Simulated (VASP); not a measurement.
Wanted: the native input for a VASP 6.6.1 run.

* Task: single point
* Functional: PBE
* Potentials or basis: VASP PAW PBE potentials, release 64 (Pb_d, F)
* Cutoff: 520 eV
* k mesh: 4 × 6 × 4
* Occupations: gaussian, width 0.02 eV
* Spin: no spin polarisation
* Dipole correction: no
* Further INCAR settings: ALGO = Normal; EDIFF = 1e-06; NBANDS = 68

The structure of PbF2 lies in POSCAR:

```
PbF2
1.0
    6.5076945311      0.0000000000      0.0000000000
    0.0000000000      3.9181677607      0.0000000000
    0.0000000000      0.0000000000      7.7395709127
Pb F
4 8
Direct
    0.7434910284      0.7500000000      0.1013058557
    0.2565089716      0.2500000000      0.8986941443
    0.7565089716      0.2500000000      0.6013058557
    0.2434910284      0.7500000000      0.3986941443
    0.1410164406      0.7500000000      0.0691477087
    0.8589835594      0.2500000000      0.9308522913
    0.3589835594      0.2500000000      0.5691477087
    0.6410164406      0.7500000000      0.4308522913
    0.5210112590      0.7500000000      0.8486539157
    0.4789887410      0.2500000000      0.1513460843
    0.9789887410      0.2500000000      0.3486539157
    0.0210112590      0.7500000000      0.6513460843
```

These files were run (other wordings do the same):

INCAR

```
SYSTEM = PbF2
PREC = Accurate
ENCUT = 520
EDIFF = 1E-6
ISMEAR = 0
SIGMA = 0.02
LREAL = .False.
LASPH = .True.
NELM = 100
ALGO = Normal
ISIF = 2
LWAVE = .False.
LCHARG = .False.
GGA = PE
NBANDS = 68
```

KPOINTS

```
Automatic mesh
0
Gamma
  4 6 4
  0 0 0
```

Potentials or basis: VASP PAW PBE potentials, release 64 (Pb_d, F).

Run with:

```console
$ cat potpaw_PBE.64/Pb_d/POTCAR potpaw_PBE.64/F/POTCAR > POTCAR
$ mpirun -np 1 vasp_std > vasp.out
```

It gave:

| Item | Value |
| --- | --- |
| Pressure | 1.1 GPa |
| Largest force | 0.021 eV/Å |
| Band gap on the k mesh | 4.37 eV (least direct gap 4.58 eV) |

Caveat: spin-orbit coupling is left out, which moves the levels of the heavy elements.

It took 11 min on 1 thread of Intel Xeon 8259CL, with other jobs on the host, peak memory 0.49 GiB.
